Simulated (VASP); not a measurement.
Here is a VASP 6.6.1 calculation.

File INCAR:

```
PREC = Accurate ; ENCUT = 520
EDIFF = 1E-6 ; ISMEAR = -1
SIGMA = 0.1853 ; LREAL = Auto
LASPH = True ; NELM = 80
ALGO = Normal ; ISIF = 2
LWAVE = False ; LCHARG = False
GGA = PE ; ISYM = 0
NBANDS = 99
```

The input KPOINTS:

```
Automatic mesh
0
Gamma
  1 1 1
  0.25 0.25 0.25
```

File POSCAR:

```
Hf11Si13
1.0
    7.7410930000     -0.0769270000      0.2103670000
   -0.0769270000      7.9026600000      0.0117030000
    0.2103670000      0.0117030000      7.8669780000
Si Hf
13 11
Direct
    0.6023295794      1.0595435876      0.7666136723
    0.9760956566      0.3375206831      0.2130999579
    0.7615140386      0.9345479544      0.5525295179
    0.1090504583      0.5264268010      0.6255576931
    0.7100234978      0.9611211148      0.1127564468
    0.8029287367      0.5883252453      0.7847146795
    0.6540148403      0.3404549080      0.6230895162
    0.3104745190      0.2261636596      0.2809849746
    1.0722373159      0.3919775373      0.9109455167
    0.5884106723      0.6041138013      0.1588220875
    0.9346727190      0.1778906965      0.6014591434
    1.0045741022      0.0626821196      0.9396216935
    0.5092421885      0.5229368645      0.4751117034
    0.4548562916      0.8585291146      0.4510841241
    0.3142522094      0.2523210545      0.6997329587
    0.8876520125      0.7131628239      0.0621280706
    0.0355742604      0.9750956333      0.3206326248
    0.2400541384      0.5353257039      0.3223632524
    0.1063787816      0.8424004679      0.7221156335
    0.8399600991      0.6267315101      0.4216504069
    0.3440093387      0.0034848173      0.0113030702
    0.6008341567      0.2596113375      0.3248087245
    0.4376556240      0.6508909155      0.7580903776
    0.6072766172      0.3482979048      0.9655684698
```

Potentials or basis: VASP PAW PBE potentials, release 64 (Si, Hf_pv).

Command:

```bash
$ cat potpaw_PBE.64/Si/POTCAR potpaw_PBE.64/Hf_pv/POTCAR > POTCAR
$ mpirun -np 1 vasp_std > vasp.out
```

Problem. Predict the pressure.

Solution. -1.1 GPa.

Problem. Estimate the largest force.

Solution. 5.153 eV/Å.

Problem. What does it give for the band gap on the k mesh?

Solution. 0.16 eV.

Forces on the atoms (eV/Å):
```
Si  -1.033 -0.422  0.438
Si  -0.447 -0.256  0.206
Si   0.893 -0.758 -0.574
Si  -0.314 -0.385  0.763
Si  -1.771  2.418  0.482
Si   0.944 -0.450 -1.691
Si   1.785  0.117  2.425
Si  -3.899 -2.277 -0.956
Si  -0.523 -0.005  0.618
Si  -2.002  0.725  1.842
Si   0.633  0.084  0.151
Si  -0.136  1.048  0.920
Si   0.034  1.707 -0.781
Hf  -0.673  0.950 -1.072
Hf  -0.870 -0.251 -1.392
Hf   3.161 -1.375 -0.294
Hf  -0.365  0.826 -0.216
Hf  -0.804  1.819 -1.596
Hf  -0.602  0.211 -1.835
Hf   0.217 -0.494  0.924
Hf   0.839 -0.785  0.739
Hf   4.924 -1.379 -0.633
Hf   0.068 -0.142  2.294
Hf  -0.059 -0.928 -0.761
```

Caveat: the k points lie up to 0.81 Å⁻¹ apart; spin-orbit coupling is left out, which moves the levels of the heavy elements.
